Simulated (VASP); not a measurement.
# Si2W (P6_222) in VASP: a series of runs

Si2W is run at these levels: PBE; tasks: single point.

All numbers are computed with VASP 6.6.1; they aren't measurements. Logs are shortened: lines on timing, memory, paths and dates and some standing lists are left out, and cuts for length are marked.

**1. The cell of the first run**

It takes space group P6_222 (No. 180, hexagonal). The conventional cell has a = 4.590 Å, b = 4.590 Å, c = 6.718 Å, α = 90.00°, β = 90.00°, γ = 120.00°. Within 3.4 Å of Si (site symmetry 2) lie 5 W at 2.57 to 2.69 Å and 9 Si at 2.58 to 3.30 Å. Within 3.4 Å of W (site symmetry 222) lie 10 Si at 2.57 to 2.69 Å and 4 W at 3.21 Å.

**2. Single point, PBE**

INCAR reads:

```
PREC = Accurate
ENCUT = 520
EDIFF = 1E-7
ISMEAR = 0
SIGMA = 0.03
LREAL = False
LASPH = True
NELM = 100
ALGO = Normal
ISIF = 2
LWAVE = False
LCHARG = False
GGA = PE
NBANDS = 43
```

KPOINTS reads:

```
regular mesh
0
Gamma
  9 9 6
```

POSCAR reads:

```
Si2W
1.0
    4.5900641255      0.0000000000      0.0000000000
   -2.2950320628      3.9751121377      0.0000000000
    0.0000000000      0.0000000000      6.7175588476
Si W
6 3
Direct
    0.8238313095      0.6476626189      0.5000000000
    0.1761686905      0.8238313095      0.8333333333
    0.6476626189      0.8238313095      0.1666666667
    0.1761686905      0.3523373811      0.5000000000
    0.8238313095      0.1761686905      0.8333333333
    0.3523373811      0.1761686905      0.1666666667
    0.0000000000      0.5000000000      0.1666666667
    0.5000000000      0.5000000000      0.8333333333
    0.5000000000      0.0000000000      0.5000000000
```

Potentials or basis: VASP PAW PBE potentials, release 64 (Si, W_sv).

Started as:

```bash
$ cat potpaw_PBE.64/Si/POTCAR potpaw_PBE.64/W_sv/POTCAR > POTCAR
$ mpirun -np 1 vasp_std > vasp.out
```

OUTCAR:

```text
PREC = Accurate
   ENCUT = 520
   EDIFF = 1E-7
   ISMEAR = 0
   LREAL = False
   LASPH = True
   NELM = 100
   ISIF = 2
   GGA = PE

 ion  position               nearest neighbor table
   1  0.824  0.648  0.500-   9 2.57   4 2.58   4 2.58   7 2.58   8 2.58   2 2.64   3 2.64   9 2.69
                             9 2.69   4 2.80   6 3.11   5 3.11
   2  0.176  0.824  0.833-   8 2.57   5 2.58   5 2.58   9 2.58   7 2.58   1 2.64   6 2.64   8 2.69
                             8 2.69   5 2.80   4 3.11   3 3.11
   3  0.648  0.824  0.167-   7 2.57   6 2.58   6 2.58   9 2.58   8 2.58   1 2.64   5 2.64   7 2.69
                             7 2.69   6 2.80   4 3.11   2 3.11
   4  0.176  0.352  0.500-   9 2.57   1 2.58   1 2.58   7 2.58   8 2.58   5 2.64   6 2.64   9 2.69
                             9 2.69   1 2.80   3 3.11   2 3.11
   5  0.824  0.176  0.833-   8 2.57   2 2.58   2 2.58   9 2.58   7 2.58   4 2.64   3 2.64   8 2.69
                             8 2.69   2 2.80   1 3.11   6 3.11
   6  0.352  0.176  0.167-   7 2.57   3 2.58   3 2.58   9 2.58   8 2.58   4 2.64   2 2.64   7 2.69
                             7 2.69   3 2.80   1 3.11   5 3.11
   7  0.000  0.500  0.167-   3 2.57   6 2.57   4 2.58   1 2.58   5 2.58   2 2.58   3 2.69   6 2.69
                             3 2.69   6 2.69   9 3.21   9 3.21   8 3.21   8 3.21
   8  0.500  0.500  0.833-   2 2.57   5 2.57   4 2.58   1 2.58   3 2.58   6 2.58   2 2.69   5 2.69
                             2 2.69   5 2.69   9 3.21   9 3.21   7 3.21   7 3.21
   9  0.500  0.000  0.500-   1 2.57   4 2.57   6 2.58   3 2.58   2 2.58   5 2.58   4 2.69   1 2.69
                             1 2.69   4 2.69   7 3.21   7 3.21   8 3.21   8 3.21

  LATTYP: Found a hexagonal cell.
 ALAT       =     4.5900641255
 C/A-ratio  =     1.4635000000

  Lattice vectors:

 A1 = (   4.5900641255,   0.0000000000,   0.0000000000)
 A2 = (  -2.2950320628,   3.9751121377,   0.0000000000)
 A3 = (   0.0000000000,   0.0000000000,   6.7175588476)

Analysis of symmetry for initial positions (statically):
=====================================================================
 Subroutine PRICEL returns:
 Original cell was already a primitive cell.

 Routine SETGRP: Setting up the symmetry group for a
 hexagonal supercell.

 Subroutine GETGRP returns: Found 12 space group operations
 (whereof  4 operations were pure point group operations)
 out of a pool of 24 trial point group operations.

The static configuration has the point symmetry D_2 .
 The point group associated with its full space group is D_6 .

Analysis of symmetry for dynamics (positions and initial velocities):
=====================================================================
 Subroutine PRICEL returns:
 Original cell was already a primitive cell.

 Routine SETGRP: Setting up the symmetry group for a
 hexagonal supercell.

 Subroutine GETGRP returns: Found 12 space group operations
 (whereof  4 operations were pure point group operations)
 out of a pool of 24 trial point group operations.

The dynamic configuration has the point symmetry D_2 .
 The point group associated with its full space group is D_6 .

 Subroutine INISYM returns: Found 12 space group operations
 (whereof  4 operations are pure point group operations),
 and found     1 'primitive' translations

----------------------------------------------------------------------------------------

                                     Primitive cell

  volume of cell :     122.5687

  direct lattice vectors                    reciprocal lattice vectors
     4.590064125  0.000000000  0.000000000     0.217861880  0.125782615  0.000000000
    -2.295032063  3.975112138  0.000000000     0.000000000  0.251565230  0.000000000
     0.000000000  0.000000000  6.717558848     0.000000000  0.000000000  0.148863601

  length of vectors
     4.590064125  4.590064126  6.717558848     0.251565230  0.251565230  0.148863601

  position of ions in fractional coordinates (direct lattice)
     0.823831310  0.647662619  0.500000000
     0.176168690  0.823831310  0.833333333
     0.647662619  0.823831310  0.166666667
     0.176168690  0.352337381  0.500000000
     0.823831310  0.176168690  0.833333333
     0.352337381  0.176168690  0.166666667
     1.000000000  0.500000000  0.166666667
     0.500000000  0.500000000  0.833333333
     0.500000000  0.000000000  0.500000000

  ion indices of the primitive-cell ions
   primitive index   ion index
                 1           1
                 2           2
                 3           3
                 4           4
                 5           5
                 6           6
                 7           7
                 8           8
                 9           9

----------------------------------------------------------------------------------------

 KPOINTS: regular mesh

Automatic generation of k-mesh.
 Grid dimensions read from file:
 generate k-points for:    9    9    6

 Generating k-lattice:

  Cartesian coordinates                     Fractional coordinates (reciprocal lattice)
     0.024206876  0.013975846  0.000000000     0.111111111 -0.000000000  0.000000000
     0.000000000  0.027951692  0.000000000     0.000000000  0.111111111  0.000000000
     0.000000000  0.000000000  0.024810600     0.000000000  0.000000000  0.166666667

  Length of vectors
     0.027951692  0.027951692  0.024810600

  Shift w.r.t. Gamma in fractional coordinates (k-lattice)
     0.000000000  0.000000000  0.000000000

 Subroutine IBZKPT returns following result:
 ===========================================

 Found     48 irreducible k-points:

 Following reciprocal coordinates:
            Coordinates               Weight
  0.000000  0.000000  0.000000      1.000000
  0.111111  0.000000  0.000000      6.000000
  0.222222 -0.000000  0.000000      6.000000
  0.333333  0.000000  0.000000      6.000000
  0.444444 -0.000000  0.000000      6.000000
  0.111111  0.111111  0.000000      6.000000
[... 16 lines left out ...]
  0.333333  0.222222  0.166667     24.000000
  0.333333  0.333333  0.166667      4.000000
 [... further k-points ...]
   k-points           NKPTS =     48   k-points in BZ     NKDIM =     48   number of bands    NBANDS=     43
   number of dos      NEDOS =    301   number of ions     NIONS =      9
   total plane-waves  NPLWV =  64800
   dimension x,y,z NGX =    36 NGY =   36 NGZ =   50
   dimension x,y,z NGXF=    72 NGYF=   72 NGZF=  100
   ions per type =               6   3
   NGX,Y,Z   is equivalent  to a cutoff of  13.04, 13.04, 12.37 a.u.
   NGXF,Y,Z  is equivalent  to a cutoff of  26.08, 26.08, 24.75 a.u.
 SYSTEM =  unknown system
   PREC   = accura    normal or accurate (medium, high low for compatibility)
   ISTART =      0    job   : 0-new  1-cont  2-samecut
   ICHARG =      2    charge: 1-file 2-atom 10-const
   ISPIN  =      1    spin polarized calculation?
   LNONCOLLINEAR =      F non collinear calculations
   LSORBIT =      F    spin-orbit coupling
   LASPH  =      T    aspherical Exc in radial PAW
   ENCUT  =  520.0 eV  38.22 Ry    6.18 a.u.   8.53  8.53 12.49*2*pi/ulx,y,z
   NELM   =    100;   NELMIN=  2; NELMDL= -5     # of ELM steps
   EDIFF  = 0.1E-06   stopping-criterion for ELM
   LREAL  =      F    real-space projection
   EDIFFG = 0.1E-05   stopping-criterion for IOM
   NSW    =      0    number of steps for IOM
   IBRION =     -1    ionic relax: 0-MD 1-quasi-New 2-CG
   NFREE  =      0    steps in history (QN), initial steepest desc. (CG)
   ISIF   =      2    stress and relaxation
   ISYM   =      2    0-nonsym 1-usesym 2-fastsym
   POTIM  = 0.5000    time-step for ionic-motion
   TEBEG  =    0.0;   TEEND  =   0.0 temperature during run
   PSTRESS=    0.0 pullay stress
   NELECT =      66.0000    total number of electrons
   NUPDOWN=      -1.0000    fix difference up-down
   EMIN   =  10.00;   EMAX   =-10.00  energy-range for DOS
   EFERMI =   0.00;   METHOD = LEGACY
   ISMEAR =     0;   SIGMA  =   0.03  broadening in eV -4-tet -1-fermi 0-gaus
   EFERMI_NEDOS =   21; number of points for ismear=-14 and -15
   IALGO  =     38    algorithm
   IMIX   =      4    mixing-type and parameters
     AMIX     =   0.40;   BMIX     =  1.00
     AMIX_MAG =   1.60;   BMIX_MAG =  1.00
  volume/ion in A,a.u.               =      13.62        91.90
  Fermi-wavevector in a.u.,A,eV,Ry     =   1.331873  2.516876 24.135194  1.773887
  Thomas-Fermi vector in A             =   2.460851
   LORBIT       =      0    0 simple, 1 ext, 2 COOP (PROOUT), +10 PAW based schemes
   GGA     = PE    functional components
   LHFCALC =     F    Hartree Fock is set to
   AEXX    =    0.0000 exact exchange contribution
   IVDW    =     0    specifies the selected vdW correction
   LEPSILON=     F    determine dielectric tensor
   LRPA    =     F    only Hartree local field effects (RPA)
 non-spin polarized calculation
 Gauss-broadening in eV      SIGMA  =   0.03
  energy-cutoff  :      520.00
  volume of cell :      122.57
 maximum number of plane-waves:      3343
 NGX is ok and might be reduce to    36

 number of electron      66.0000004 magnetization

 Free energy of the ion-electron system (eV)
  ---------------------------------------------------
  ext. energy  EPLUGINS =         0.00000000
  ---------------------------------------------------
  free energy    TOTEN  =       -73.34601494 eV

  energy without entropy =      -73.34601494  energy(sigma->0) =      -73.34601494

 E-fermi :  12.2555     XC(G=0): -12.4706

 val. band max:       12.1081916509   @ k =   0.4444  -0.0000   0.5000
 cond. band min:      12.4155131591   @ k =   0.4444  -0.0000   0.0000
 fundamental gap:      0.3073215082
 Fermi energy:        12.2555196354

 k-point     1 :       0.0000    0.0000    0.0000
  band No.  band energies     occupation
      1     -61.9545      2.00000
      2     -61.9429      2.00000
      3     -61.9429      2.00000
      4     -26.3781      2.00000
      5     -26.3628      2.00000
      6     -26.3628      2.00000
[... 35 lines left out ...]
     42      15.2025      0.00000
     43      15.6125      0.00000

 k-point     2 :       0.1111    0.0000    0.0000
  band No.  band energies     occupation
      1     -61.9542      2.00000
      2     -61.9431      2.00000
      3     -61.9428      2.00000
      4     -26.3866      2.00000
      5     -26.3646      2.00000
      6     -26.3561      2.00000
[... 35 lines left out ...]
     42      15.5537      0.00000
     43      16.0289      0.00000

 k-point     3 :       0.2222   -0.0000    0.0000
  band No.  band energies     occupation
      1     -61.9533      2.00000
      2     -61.9440      2.00000
      3     -61.9428      2.00000
      4     -26.3988      2.00000
      5     -26.3689      2.00000
      6     -26.3488      2.00000
[... 35 lines left out ...]
     42      15.8062      0.00000
     43      16.2759      0.00000

 k-point     4 :       0.3333    0.0000    0.0000
  band No.  band energies     occupation
      1     -61.9520      2.00000
      2     -61.9453      2.00000
      3     -61.9428      2.00000
      4     -26.4083      2.00000
      5     -26.3734      2.00000
      6     -26.3453      2.00000
[... 863 lines left out ...]
     42      15.3884      0.00000
     43      15.6071      0.00000

 k-point    23 :       0.3333    0.2222    0.1667
  band No.  band energies     occupation
      1     -61.9501      2.00000
      2     -61.9469      2.00000
      3     -61.9429      2.00000
      4     -26.4089      2.00000
      5     -26.3871      2.00000
      6     -26.3366      2.00000
[... 35 lines left out ...]
     42      15.3219      0.00000
     43      15.6657      0.00000

 k-point    24 :       0.3333    0.3333    0.1667
  band No.  band energies     occupation
      1     -61.9496      2.00000
      2     -61.9473      2.00000
      3     -61.9430      2.00000
      4     -26.4097      2.00000
      5     -26.3870      2.00000
      6     -26.3394      2.00000
[... 35 lines left out ...]
     42      15.1903      0.00000
     43      15.7986      0.00000

 [... further k-points ...]
[... 5 lines left out ...]
  --------------------------------------------------------------------------------------
  -------------------------------------------------------------------------------------
  Total        2.3211773      2.3211773     -0.5771998     -0.0000000     -0.0000000      0.0000000
  in kB       30.3416564     30.3416564     -7.5449640     -0.0000000     -0.0000000      0.0000000
  external PRESSURE =      17.7127830 kB  Pullay stress =       0.0000000 kB

 VOLUME and BASIS-vectors are now :
 -----------------------------------------------------------------------------
  energy-cutoff  :      520.00
  volume of cell :      122.57
      direct lattice vectors                 reciprocal lattice vectors
     4.590064125  0.000000000  0.000000000     0.217861880  0.125782615  0.000000000
    -2.295032063  3.975112138  0.000000000     0.000000000  0.251565230  0.000000000
     0.000000000  0.000000000  6.717558848     0.000000000  0.000000000  0.148863601

 POSITION                                       TOTAL-FORCE (eV/Angst)
 -----------------------------------------------------------------------------------
      2.29503      2.57453      3.35878        -0.000000      1.554269     -0.000000
     -1.08209      3.27482      5.59797        -1.346037      0.777135      0.000000
      1.08209      3.27482      1.11959         1.346037      0.777135     -0.000000
     -0.00000      1.40058      3.35878         0.000000     -1.554269     -0.000000
      3.37713      0.70029      5.59797         1.346037     -0.777135     -0.000000
      1.21294      0.70029      1.11959        -1.346037     -0.777135     -0.000000
     -1.14752      1.98756      1.11959         0.000000      0.000000     -0.000000
      1.14752      1.98756      5.59797         0.000000      0.000000      0.000000
      2.29503      0.00000      3.35878        -0.000000      0.000000     -0.000000
 -----------------------------------------------------------------------------------
    total drift:                               -0.000000     -0.000000      0.000000

  FREE ENERGIE OF THE ION-ELECTRON SYSTEM (eV)
  ---------------------------------------------------
  free  energy   TOTEN  =       -73.3460149422 eV

  energy  without entropy=      -73.3460149422  energy(sigma->0) =      -73.34601494
```

Wall time 2.8 min (1 thread of Intel Xeon Platinum 8488C (Sapphire Rapids), shared host); peak memory 0.36 GiB.

Results:

```
Free energy            : -73.3460 eV
Pressure               : 1.8 GPa
Largest force          : 1.554 eV/Å
Band gap on the k mesh : 0.31 eV (least direct gap 0.80 eV)
```

Forces in eV/Å, atoms in the order of the input:
```
Si   0.000  1.554  0.000
Si  -1.346  0.777  0.000
Si   1.346  0.777  0.000
Si   0.000 -1.554  0.000
Si   1.346 -0.777  0.000
Si  -1.346 -0.777  0.000
W    0.000  0.000  0.000
W    0.000  0.000  0.000
W    0.000  0.000  0.000
```

Stress tensor (GPa, compression positive):
```
 3.03  0.00  0.00
 0.00  3.03  0.00
 0.00  0.00 -0.75
```

Caveat: spin-orbit coupling is left out, which moves the levels of the heavy elements; forces of over 1 eV/Å act on the atoms, so gaps and moduli don't describe the material at rest. A k mesh can miss the band edges.

**3. Single point, PBE**

This run uses another cell than the first one, of the same volume but with other edges.

INCAR reads:

```
SYSTEM = Si2W
PREC     = Accurate       ! precision mode
ENCUT    = 520            ! plane-wave cutoff, eV
EDIFF    = 1E-6           ! SCF threshold, eV
ISMEAR   = 0              ! smearing method
SIGMA    = 0.03           ! smearing width, eV
LREAL    = .FALSE.        ! projectors in reciprocal space
LASPH    = .TRUE.         ! aspherical terms in the spheres
NELM     = 100            ! most SCF steps
ALGO     = Normal         ! electronic algorithm
ISIF     = 2              ! what is computed and relaxed
LWAVE    = .FALSE.        ! write WAVECAR
LCHARG   = .TRUE.         ! write CHGCAR
GGA      = PE             ! functional
LELF     = .TRUE.         ! ELF
LVHAR    = .TRUE.       
NBANDS   = 43             ! bands
```

KPOINTS reads:

```
regular mesh
0
G
  9 9 6
  0 0 0
```

Edit POSCAR of step 2 so:

```diff
@@ -2,5 +2,5 @@
 1.0
-    4.5900641255      0.0000000000      0.0000000000
-   -2.2950320628      3.9751121377      0.0000000000
-    0.0000000000      0.0000000000      6.7175588476
+    4.6392971011      0.0000000000      0.0000000000
+   -2.3196485506      4.0177491452      0.0000000000
+    0.0000000000      0.0000000000      6.5757397110
 Si W
```

Potentials or basis: VASP PAW PBE potentials, release 64 (Si, W_sv).

Started as:

```bash
$ cat potpaw_PBE.64/Si/POTCAR potpaw_PBE.64/W_sv/POTCAR > POTCAR
$ mpirun -np 1 vasp_std > vasp.out
```

Run time: 2.5 min. Hardware: 1 thread of Intel Xeon Platinum 8488C (Sapphire Rapids), shared host; peak memory 0.36 GiB.

The run converged. Its results:

* Free energy: -73.3384 eV
* Pressure: 2.3 GPa
* Largest force: 1.514 eV/Å
* Band gap on the k mesh: 0.23 eV (least direct gap 0.60 eV)

Forces on the atoms (eV/Å):
```
Si   0.000  1.514  0.000
Si  -1.311  0.757  0.000
Si   1.311  0.757  0.000
Si   0.000 -1.514  0.000
Si   1.311 -0.757  0.000
Si  -1.311 -0.757  0.000
W    0.000  0.000  0.000
W    0.000  0.000  0.000
W    0.000  0.000  0.000
```

Stress tensor (GPa, compression positive):
```
0.70 0.00 0.00
0.00 0.70 0.00
0.00 0.00 5.54
```

Levels at points of the mesh, in eV from the valence-band top:
| k point | band 31 | band 32 | band 33 | band 34 | band 35 | band 36 |
| --- | --- | --- | --- | --- | --- | --- |
| (0.00, 0.00, 0.00) | -2.98 | -2.70 | -1.05 | 2.36 | 2.36 | 2.46 |
| (0.00, 0.00, 0.50) | -2.02 | -0.64 | -0.64 | 1.53 | 2.21 | 2.22 |

Caveat: spin-orbit coupling is left out, which moves the levels of the heavy elements; forces of over 1 eV/Å act on the atoms, so gaps and moduli don't describe the material at rest. A k mesh can miss the band edges.

(Continued in part 2 of 2.)
